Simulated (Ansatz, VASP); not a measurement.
Mg in VASP and in Ansatz

```
Mg
1.0
     3.20927    0.00000    0.00000
    -1.60464    2.77931    0.00000
     0.00000    0.00000    5.21033
Mg
2
Cartesian
  -0.4500 2.0779 1.3026
  1.6046 0.9264 3.9077
```

Alike in both runs: task single point; functional PBEsol; k mesh 18 × 18 × 10; occupations gaussian, width 0.15 eV; no spin polarisation.

|  | VASP | Ansatz |
| --- | --- | --- |
| version | VASP 6.6.1 | Ansatz 0.2.0 |
| potentials or method | VASP PAW PBE potentials, release 64 (Mg), cutoff 520 eV | scalar-relativistic, plane waves, PAW |
| valence electrons in the cell | 4 | 20 |

Ansatz gave:

```
gap on the k mesh at the Fermi level (eV)                     : none
pressure (GPa)                                                : -0.8
traceless stress, the component that is largest in VASP (GPa) : 1.08
rms of the force components (eV/Å)                            : 0.083
```

**Question.** What did VASP give for the same quantities?

**Answer.** gap on the k mesh at the Fermi level (eV): none; pressure (GPa): -0.8; traceless stress, the component that is largest in VASP (GPa): 1.09; rms of the force components (eV/Å): 0.083.

VASP's potentials were made for PBE, not for PBEsol. Atom by atom the forces differ by 0.000 eV/Å (rms over components). A gap of «none» marks a metal or a gap that the smearing closes. VASP's potentials hold 4 valence electrons a cell and Ansatz's 20, so a difference there can come from the potentials and not from the codes.
